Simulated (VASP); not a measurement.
A run of VASP 6.6.1:

INCAR

```
PREC = Accurate ; ENCUT = 520
EDIFF = 1E-6 ; ISMEAR = -1
SIGMA = 0.1 ; LREAL = F
LASPH = T ; NELM = 150
ALGO = Normal ; ISIF = 2
LWAVE = F ; LCHARG = F
ISPIN = 2 ; MAGMOM = 0.97 0 0 0
LORBIT = 11 ; NUPDOWN = 0.97
LMAXMIX = 4 ; NBANDS = 34
```

Contents of KPOINTS:

```
Automatic mesh
0
Gamma
  7 7 7
```

The input POSCAR:

```
VPt3
1.0
    3.8790000000      0.0000000000      0.0000000000
    0.0000000000      3.8790000000      0.0000000000
    0.0000000000      0.0000000000      3.8790000000
V Pt
1 3
Direct
    0.0000000000      0.0000000000      0.0000000000
    0.0000000000      0.5000000000      0.5000000000
    0.5000000000      0.0000000000      0.5000000000
    0.5000000000      0.5000000000      0.0000000000
```

Potentials or basis: VASP PAW LDA potentials, release 64 (V_sv, Pt).

Launch:

```console
$ cat potpaw_LDA.64/V_sv/POTCAR potpaw_LDA.64/Pt/POTCAR > POTCAR
$ mpirun -np 1 vasp_std > vasp.out
```

Hardware: 1 thread of Intel(R) Xeon(R) 6975P-C (Granite Rapids), on a shared host.

Q: Estimate the wall time of this run.

A: Wall time 83 s on 1 thread of Intel(R) Xeon(R) 6975P-C (Granite Rapids), with other jobs on the host, peak memory 0.19 GiB. Counts: scf iterations 15, k points 20.
